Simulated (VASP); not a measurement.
# Co3Si (P6_3/mmc) in VASP: further runs

The runs below take Co3Si through single point, relaxation of shape and atoms at fixed volume, with PBEsol.

Everything below comes from runs of VASP 6.6.1. Logs are shortened: lines on timing, memory, paths and dates and some standing lists are left out, and cuts for length are marked.

### 1 The cell of the first run

Symmetry: P6_3/mmc, No. 194, hexagonal system. The conventional cell has a = 4.889 Å, b = 4.889 Å, c = 3.904 Å, α = 90.00°, β = 90.00°, γ = 120.00°. Co (site symmetry mm2) has 8 Co at 2.41 to 2.45 Å and 4 Si at 2.41 to 2.44 Å within 3.2 Å. Within 3.2 Å of Si (site symmetry -6m2) lie 12 Co at 2.41 to 2.44 Å.

### 2 Single point, PBEsol

Input file INCAR:

```
SYSTEM = Co3Si
PREC     = Accurate       ! precision mode
ENCUT    = 520            ! plane-wave cutoff, eV
EDIFF    = 1E-7           ! SCF threshold, eV
ISMEAR   = 0              ! smearing method
SIGMA    = 0.15           ! smearing width, eV
LREAL    = .FALSE.        ! projectors in reciprocal space
LASPH    = .TRUE.         ! aspherical terms in the spheres
NELM     = 80             ! most SCF steps
ALGO     = Fast           ! electronic algorithm
ISIF     = 2              ! what is computed and relaxed
LWAVE    = .FALSE.        ! write WAVECAR
LCHARG   = .TRUE.         ! write CHGCAR
GGA      = PS             ! functional
LELF     = .TRUE.         ! ELF
LVHAR    = .TRUE.       
NBANDS   = 41             ! bands
```

Input file KPOINTS:

```
Automatic mesh
0
G
  12 12 10
  0 0 0
```

Input file POSCAR:

```
Co3Si
1.0
    4.8891302239      0.0000000000      0.0000000000
   -2.4445651119      4.2341109763      0.0000000000
    0.0000000000      0.0000000000      3.9040737741
Co Si
6 2
Direct
    0.1664189026      0.3328378052      0.7500000000
    0.6671621948      0.8335810974      0.7500000000
    0.1664189026      0.8335810974      0.7500000000
    0.8335810974      0.6671621948      0.2500000000
    0.3328378052      0.1664189026      0.2500000000
    0.8335810974      0.1664189026      0.2500000000
    0.6666666667      0.3333333333      0.7500000000
    0.3333333333      0.6666666667      0.2500000000
```

Potentials or basis: VASP PAW PBE potentials, release 64 (Co, Si).

On the command line:

```sh
$ cat potpaw_PBE.64/Co/POTCAR potpaw_PBE.64/Si/POTCAR > POTCAR
$ mpirun -np 1 vasp_std > vasp.out
```

OUTCAR:

```text
SYSTEM = Co3Si
   PREC = Accurate
   ENCUT = 520
   EDIFF = 1E-7
   ISMEAR = 0
   LREAL = .FALSE.
   LASPH = .TRUE.
   NELM = 80
   ISIF = 2
   GGA = PS

 ion  position               nearest neighbor table
   1  0.166  0.333  0.750-   5 2.41   5 2.41   6 2.41   6 2.41   8 2.41   8 2.41   3 2.44   2 2.44
                             7 2.44   7 2.44   3 2.45   2 2.45
   2  0.667  0.834  0.750-   4 2.41   4 2.41   6 2.41   6 2.41   8 2.41   8 2.41   3 2.44   1 2.44
                             7 2.44   7 2.44   3 2.45   1 2.45
   3  0.166  0.834  0.750-   5 2.41   5 2.41   4 2.41   4 2.41   8 2.41   8 2.41   1 2.44   2 2.44
                             7 2.44   7 2.44   1 2.45   2 2.45
   4  0.834  0.667  0.250-   2 2.41   2 2.41   3 2.41   3 2.41   7 2.41   7 2.41   6 2.44   5 2.44
                             8 2.44   8 2.44   6 2.45   5 2.45
   5  0.333  0.166  0.250-   1 2.41   1 2.41   3 2.41   3 2.41   7 2.41   7 2.41   6 2.44   4 2.44
                             8 2.44   8 2.44   6 2.45   4 2.45
   6  0.834  0.166  0.250-   2 2.41   2 2.41   1 2.41   1 2.41   7 2.41   7 2.41   4 2.44   5 2.44
                             8 2.44   8 2.44   4 2.45   5 2.45
   7  0.667  0.333  0.750-   6 2.41   6 2.41   4 2.41   4 2.41   5 2.41   5 2.41   2 2.44   1 2.44
                             3 2.44   3 2.44   2 2.44   1 2.44
   8  0.333  0.667  0.250-   3 2.41   3 2.41   1 2.41   1 2.41   2 2.41   2 2.41   5 2.44   4 2.44
                             6 2.44   6 2.44   5 2.44   4 2.44

  LATTYP: Found a hexagonal cell.
 ALAT       =     4.8891302239
 C/A-ratio  =     0.7985211265

  Lattice vectors:

 A1 = (   4.8891302239,   0.0000000000,   0.0000000000)
 A2 = (  -2.4445651119,   4.2341109763,   0.0000000000)
 A3 = (   0.0000000000,   0.0000000000,   3.9040737741)

Analysis of symmetry for initial positions (statically):
=====================================================================
 Subroutine PRICEL returns:
 Original cell was already a primitive cell.

 Routine SETGRP: Setting up the symmetry group for a
 hexagonal supercell.

 Subroutine GETGRP returns: Found 24 space group operations
 (whereof 12 operations were pure point group operations)
 out of a pool of 24 trial point group operations.

The static configuration has the point symmetry D_3d.
 The point group associated with its full space group is D_6h.

Analysis of symmetry for dynamics (positions and initial velocities):
=====================================================================
 Subroutine PRICEL returns:
 Original cell was already a primitive cell.

 Routine SETGRP: Setting up the symmetry group for a
 hexagonal supercell.

 Subroutine GETGRP returns: Found 24 space group operations
 (whereof 12 operations were pure point group operations)
 out of a pool of 24 trial point group operations.

The dynamic configuration has the point symmetry D_3d.
 The point group associated with its full space group is D_6h.

 Subroutine INISYM returns: Found 24 space group operations
 (whereof 12 operations are pure point group operations),
 and found     1 'primitive' translations

----------------------------------------------------------------------------------------

                                     Primitive cell

  volume of cell :      80.8187

  direct lattice vectors                    reciprocal lattice vectors
     4.889130224  0.000000000  0.000000000     0.204535358  0.118088544  0.000000000
    -2.444565112  4.234110976  0.000000000     0.000000000  0.236177088  0.000000000
     0.000000000  0.000000000  3.904073774     0.000000000  0.000000000  0.256142701

  length of vectors
     4.889130224  4.889130224  3.904073774     0.236177088  0.236177088  0.256142701

  position of ions in fractional coordinates (direct lattice)
     0.166418903  0.332837805  0.750000000
     0.667162195  0.833581097  0.750000000
     0.166418903  0.833581097  0.750000000
     0.833581097  0.667162195  0.250000000
     0.332837805  0.166418903  0.250000000
     0.833581097  0.166418903  0.250000000
     0.666666667  0.333333333  0.750000000
     0.333333333  0.666666667  0.250000000

  ion indices of the primitive-cell ions
   primitive index   ion index
                 1           1
                 2           2
                 3           3
                 4           4
                 5           5
                 6           6
                 7           7
                 8           8

----------------------------------------------------------------------------------------

 KPOINTS: Automatic mesh

Automatic generation of k-mesh.
 Grid dimensions read from file:
 generate k-points for:   12   12   10

 Generating k-lattice:

  Cartesian coordinates                     Fractional coordinates (reciprocal lattice)
     0.017044613  0.009840712  0.000000000     0.083333333  0.000000000  0.000000000
     0.000000000  0.019681424  0.000000000     0.000000000  0.083333333  0.000000000
     0.000000000  0.000000000  0.025614270     0.000000000  0.000000000  0.100000000

  Length of vectors
     0.019681424  0.019681424  0.025614270

  Shift w.r.t. Gamma in fractional coordinates (k-lattice)
     0.000000000  0.000000000  0.000000000

 Subroutine IBZKPT returns following result:
 ===========================================

 Found    114 irreducible k-points:

 Following reciprocal coordinates:
            Coordinates               Weight
  0.000000  0.000000  0.000000      1.000000
  0.083333  0.000000  0.000000      6.000000
  0.166667 -0.000000  0.000000      6.000000
  0.250000  0.000000  0.000000      6.000000
  0.333333  0.000000  0.000000      6.000000
  0.416667  0.000000  0.000000      6.000000
[... 16 lines left out ...]
  0.250000  0.000000  0.100000     12.000000
  0.333333  0.000000  0.100000     12.000000
 [... further k-points ...]
   k-points           NKPTS =    114   k-points in BZ     NKDIM =    114   number of bands    NBANDS=     41
   number of dos      NEDOS =    301   number of ions     NIONS =      8
   total plane-waves  NPLWV =  38880
   dimension x,y,z NGX =    36 NGY =   36 NGZ =   30
   dimension x,y,z NGXF=    72 NGYF=   72 NGZF=   60
   ions per type =               6   2
   NGX,Y,Z   is equivalent  to a cutoff of  12.24, 12.24, 12.77 a.u.
   NGXF,Y,Z  is equivalent  to a cutoff of  24.48, 24.48, 25.55 a.u.
 SYSTEM =  Co3Si
   PREC   = accura    normal or accurate (medium, high low for compatibility)
   ISTART =      0    job   : 0-new  1-cont  2-samecut
   ICHARG =      2    charge: 1-file 2-atom 10-const
   ISPIN  =      1    spin polarized calculation?
   LNONCOLLINEAR =      F non collinear calculations
   LSORBIT =      F    spin-orbit coupling
   LASPH  =      T    aspherical Exc in radial PAW
   ENCUT  =  520.0 eV  38.22 Ry    6.18 a.u.   9.09  9.09  7.26*2*pi/ulx,y,z
   NELM   =     80;   NELMIN=  2; NELMDL= -5     # of ELM steps
   EDIFF  = 0.1E-06   stopping-criterion for ELM
   LREAL  =      F    real-space projection
   EDIFFG = 0.1E-05   stopping-criterion for IOM
   NSW    =      0    number of steps for IOM
   IBRION =     -1    ionic relax: 0-MD 1-quasi-New 2-CG
   NFREE  =      0    steps in history (QN), initial steepest desc. (CG)
   ISIF   =      2    stress and relaxation
   ISYM   =      2    0-nonsym 1-usesym 2-fastsym
   POTIM  = 0.5000    time-step for ionic-motion
   TEBEG  =    0.0;   TEEND  =   0.0 temperature during run
   PSTRESS=    0.0 pullay stress
   NELECT =      62.0000    total number of electrons
   NUPDOWN=      -1.0000    fix difference up-down
   EMIN   =  10.00;   EMAX   =-10.00  energy-range for DOS
   EFERMI =   0.00;   METHOD = LEGACY
   ISMEAR =     0;   SIGMA  =   0.15  broadening in eV -4-tet -1-fermi 0-gaus
   EFERMI_NEDOS =   21; number of points for ismear=-14 and -15
   IALGO  =     68    algorithm
   IMIX   =      4    mixing-type and parameters
     AMIX     =   0.40;   BMIX     =  1.00
     AMIX_MAG =   1.60;   BMIX_MAG =  1.00
  volume/ion in A,a.u.               =      10.10        68.17
  Fermi-wavevector in a.u.,A,eV,Ry     =   1.498654  2.832046 30.558202  2.245964
  Thomas-Fermi vector in A             =   2.610385
   LORBIT       =      0    0 simple, 1 ext, 2 COOP (PROOUT), +10 PAW based schemes
   GGA     = PS    functional components
   LHFCALC =     F    Hartree Fock is set to
   AEXX    =    0.0000 exact exchange contribution
   IVDW    =     0    specifies the selected vdW correction
   LEPSILON=     F    determine dielectric tensor
   LRPA    =     F    only Hartree local field effects (RPA)
 non-spin polarized calculation
 RMM-DIIS sequential band-by-band and
 Gauss-broadening in eV      SIGMA  =   0.15
  energy-cutoff  :      520.00
  volume of cell :       80.82
 maximum number of plane-waves:      2202
   NGX = 19   NGY = 19   NGZ = 15

 number of electron      61.9999958 magnetization

 Free energy of the ion-electron system (eV)
  ---------------------------------------------------
  ext. energy  EPLUGINS =         0.00000000
  ---------------------------------------------------
  free energy    TOTEN  =       -60.84122702 eV

  energy without entropy =      -60.74184349  energy(sigma->0) =      -60.79153526

 E-fermi :  11.9960     XC(G=0): -13.6933

 val. band max:       11.9947904715   @ k =   0.2500   0.1667   0.4000
 cond. band min:      11.9964732081   @ k =   0.3333   0.0833   0.4000
 fundamental gap:      0.0016827366
 Fermi energy:        11.9959714315

 k-point     1 :       0.0000    0.0000    0.0000
  band No.  band energies     occupation
      1      -0.2156      2.00000
      2       3.6891      2.00000
      3       6.9754      2.00000
      4       7.1421      2.00000
      5       7.1421      2.00000
      6       7.2018      2.00000
[... 33 lines left out ...]
     40      16.9608      0.00000
     41      19.0487      0.00000

 k-point     2 :       0.0833    0.0000    0.0000
  band No.  band energies     occupation
      1      -0.1600      2.00000
      2       3.6580      2.00000
      3       6.6789      2.00000
      4       6.7644      2.00000
      5       6.9951      2.00000
      6       7.3728      2.00000
[... 33 lines left out ...]
     40      16.9327      0.00000
     41      18.7264      0.00000

 k-point     3 :       0.1667   -0.0000    0.0000
  band No.  band energies     occupation
      1       0.0050      2.00000
      2       3.5423      2.00000
      3       6.1751      2.00000
      4       6.3966      2.00000
      5       7.0531      2.00000
      6       7.3656      2.00000
[... 33 lines left out ...]
     40      16.8181      0.00000
     41      18.2642      0.00000

 k-point     4 :       0.2500    0.0000    0.0000
  band No.  band energies     occupation
      1       0.2726      2.00000
      2       3.2911      2.00000
      3       5.7872      2.00000
      4       6.0908      2.00000
      5       7.1462      2.00000
      6       7.3342      2.00000
[... 825 lines left out ...]
     40      16.6866      0.00000
     41      18.4747      0.00000

 k-point    23 :       0.2500    0.0000    0.1000
  band No.  band energies     occupation
      1       0.3644      2.00000
      2       3.3044      2.00000
      3       5.7759      2.00000
      4       6.1567      2.00000
      5       7.0269      2.00000
      6       7.4193      2.00000
[... 33 lines left out ...]
     40      16.9133      0.00000
     41      18.1339      0.00000

 k-point    24 :       0.3333    0.0000    0.1000
  band No.  band energies     occupation
      1       0.7164      2.00000
      2       2.9344      2.00000
      3       5.5591      2.00000
      4       5.9338      2.00000
      5       7.0232      2.00000
      6       7.4211      2.00000
[... 33 lines left out ...]
     40      16.9909      0.00000
     41      17.7728      0.00000

 [... further k-points ...]

------------------------ aborting loop because EDIFF is reached ----------------------------------------

  FORCE on cell =-STRESS in cart. coord.  units (eV):
  Direction    XX          YY          ZZ          XY          YZ          ZX
  --------------------------------------------------------------------------------------
  -------------------------------------------------------------------------------------
  Total       -0.1164197     -0.1164197     -0.1631098     -0.0000000     -0.0000000      0.0000000
  in kB       -2.3079443     -2.3079443     -3.2335441     -0.0000000     -0.0000000      0.0000000
  external PRESSURE =      -2.6164776 kB  Pullay stress =       0.0000000 kB

 VOLUME and BASIS-vectors are now :
 -----------------------------------------------------------------------------
  energy-cutoff  :      520.00
  volume of cell :       80.82
      direct lattice vectors                 reciprocal lattice vectors
     4.889130224  0.000000000  0.000000000     0.204535358  0.118088544  0.000000000
    -2.444565112  4.234110976  0.000000000     0.000000000  0.236177088  0.000000000
     0.000000000  0.000000000  3.904073774     0.000000000  0.000000000  0.256142701

 POSITION                                       TOTAL-FORCE (eV/Angst)
 -----------------------------------------------------------------------------------
      0.00000      1.40927      2.92806        -0.000000     -0.016075      0.000000
      1.22410      3.52947      2.92806         0.013921      0.008038      0.000000
     -1.22410      3.52947      2.92806        -0.013921      0.008038      0.000000
      2.44457      2.82484      0.97602         0.000000      0.016075     -0.000000
      1.22047      0.70464      0.97602        -0.013921     -0.008038      0.000000
      3.66866      0.70464      0.97602         0.013921     -0.008038     -0.000000
      2.44457      1.41137      2.92806         0.000000     -0.000000      0.000000
     -0.00000      2.82274      0.97602         0.000000      0.000000      0.000000
 -----------------------------------------------------------------------------------
    total drift:                               -0.000000      0.000000     -0.000000

  FREE ENERGIE OF THE ION-ELECTRON SYSTEM (eV)
  ---------------------------------------------------
  free  energy   TOTEN  =       -60.8412270179 eV

  energy  without entropy=      -60.7418434928  energy(sigma->0) =      -60.79153526
```

Run time: 7.9 min. Hardware: 1 thread of Intel Xeon Platinum 8375C at 2.90GHz (Ice Lake), shared host; peak memory 0.39 GiB.

Results:

```yaml
Free_energy: -60.8412 eV
Pressure: -0.3 GPa
Largest_force: 0.016 eV/Å
Band_gap_on_the_k_mesh: zero (bands 31 and 32 overlap by 0.58 eV)
```

Forces on the atoms (eV/Å):
```
Co   0.000 -0.016  0.000
Co   0.014  0.008  0.000
Co  -0.014  0.008  0.000
Co   0.000  0.016  0.000
Co  -0.014 -0.008  0.000
Co   0.014 -0.008  0.000
Si   0.000  0.000  0.000
Si   0.000  0.000  0.000
```

Stress tensor (GPa, compression positive):
```
-0.23  0.00  0.00
 0.00 -0.23  0.00
 0.00  0.00 -0.32
```

Levels at points of the mesh, in eV from the Fermi level:
```csv
k point,band 28,band 29,band 30,band 31,band 32,band 33,band 34,band 35
"(0.00, 0.00, 0.00)",-0.41,-0.41,-0.28,0.41,0.58,0.61,0.80,1.15
"(0.50, 0.00, 0.00)",-0.65,-0.44,-0.35,-0.35,0.38,0.43,1.21,2.24
"(0.00, 0.00, 0.50)",-0.31,-0.31,-0.31,0.01,0.01,0.53,0.53,0.60
"(0.50, 0.00, 0.50)",-0.77,-0.29,-0.29,0.01,0.01,0.26,0.26,0.94
```

Caveat: the PAW data sets were made with another functional, which shifts forces and pressure a little; the run has no spin polarisation, though such a crystal can be magnetic. Spin polarisation is off, so any magnetic state and its effect on volume and gap are missing.

(Part 1 of 2 ends here.)
